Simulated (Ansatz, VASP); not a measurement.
NaI4 in VASP and in Ansatz

```
Na I
1.0
     3.05870   -3.96052   -0.11652
     3.05870    3.96052   -0.11652
    -0.63248    0.00000    8.37274
Na I
1 4
Direct
  0.00000 0.00000 0.00000
  0.91084 0.41484 0.73860
  0.41484 0.91084 0.73860
  0.58516 0.08916 0.26140
  0.08916 0.58516 0.26140
```

Alike in both runs: functional PBE; dispersion D3(BJ); k mesh 8 × 8 × 6; occupations gaussian, width 0.1 eV; no spin polarisation.

Ansatz relaxed the structure, and its values are those at the end. VASP's run is a single point on that final structure, the one shown.

|  | VASP | Ansatz |
| --- | --- | --- |
| version | VASP 6.6.1 | Ansatz 0.2.0 |
| potentials or method | VASP PAW PBE potentials, release 64 (Na_pv, I), cutoff 520 eV | scalar-relativistic, plane waves, PAW |
| valence electrons in the cell | 35 | 77 |

```csv
,VASP,Ansatz,Ansatz less VASP
gap on the k mesh at the Fermi level (eV),none,none,-
pressure (GPa),0.0,0.0,+0.02
```

A gap of «none» marks a metal or a gap that the smearing closes. VASP's potentials hold 35 valence electrons a cell and Ansatz's 77, so a difference there can come from the potentials and not from the codes.

Spin-orbit coupling is off throughout.
